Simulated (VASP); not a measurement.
**Cd: single point with PBE**

Cd:

```xyz
1
Lattice="2.7084 0.0000 0.0000 -1.3542 2.3455 0.0000 0.0000 0.0000 2.7029" Properties=species:S:1:pos:R:3 pbc="T T T"
Cd    0.0000    0.0000    0.0000
```

This cell differs from its parent crystal: volume scaled by 0.68.

| Item | Value |
| --- | --- |
| Program | VASP 6.6.1 |
| Task | single point |
| Functional | PBE |
| Potentials or basis | VASP PAW PBE potentials, release 64 (Cd) |
| Cutoff | 520 eV |
| k mesh | 14 × 14 × 13 |
| Occupations | fermi-dirac, width 0.1 eV |
| Spin | no spin polarisation |
| Dipole correction | no |
| Further INCAR settings | ALGO = Normal; EDIFF = 1e-06; NBANDS = 12 |

| Property | Result |
| --- | --- |
| Pressure | 40.5 GPa |
| Band gap on the k mesh | zero (band 6 reaches 8.49 eV, above the bottom of band 7 at 2.20 eV) |

Stress tensor (GPa, compression positive):
```
40.68  0.00  0.00
 0.00 40.68  0.00
 0.00  0.00 40.28
```

Levels at points of the mesh, in eV from the Fermi level:
| k point | band 2 | band 3 | band 4 | band 5 | band 6 | band 7 | band 8 | band 9 | band 10 | band 11 |
| --- | --- | --- | --- | --- | --- | --- | --- | --- | --- | --- |
| (0.00, 0.00, 0.00) | -10.88 | -10.30 | -10.30 | -8.81 | -8.81 | 10.28 | 15.39 | 15.73 | 17.84 | 17.84 |
| (0.50, 0.00, 0.00) | -10.70 | -9.84 | -9.03 | -8.47 | -3.47 | -0.68 | 10.22 | 15.65 | 16.26 | 17.76 |

It took 8.6 s on 1 thread of Intel(R) Xeon(R) 6975P-C (Granite Rapids), with other jobs on the host, peak memory 0.14 GiB.
